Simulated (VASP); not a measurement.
Hg, 2 atoms in the cell. It takes space group P6_3/mmc (No. 194, hexagonal). Conventional cell: a = 2.949 Å, b = 2.949 Å, c = 4.907 Å, α = 90.00°, β = 90.00°, γ = 120.00°. Hg (site symmetry -6m2) has 12 Hg at 2.95 to 2.99 Å within 3.9 Å.  This cell differs from its parent crystal: volume scaled by 0.78.

* Program: VASP 6.6.1
* Task: single point
* Functional: PBEsol
* Potentials or basis: VASP PAW PBE potentials, release 64 (Hg)
* Cutoff: 520 eV
* k mesh: 15 × 15 × 8
* Occupations: fermi-dirac, width 0.08 eV
* Spin: no spin polarisation
* Dipole correction: no
* Further INCAR settings: ALGO = Normal; EDIFF = 1e-06; NBANDS = 19

Potentials or basis: VASP PAW PBE potentials, release 64 (Hg).

Run with:

```console
$ cat potpaw_PBE.64/Hg/POTCAR > POTCAR
$ mpirun -np 1 vasp_std > vasp.out
```

Hardware: 1 thread of Intel(R) Xeon(R) Platinum 8259CL CPU @ 2.50GHz (Skylake/Cascade Lake), on a shared host.

Estimate the wall time of this run.

Wall time 73 s on 1 thread of Intel(R) Xeon(R) Platinum 8259CL CPU @ 2.50GHz (Skylake/Cascade Lake), with other jobs on the host, peak memory 0.21 GiB. Counts: scf iterations 11, k points 135.
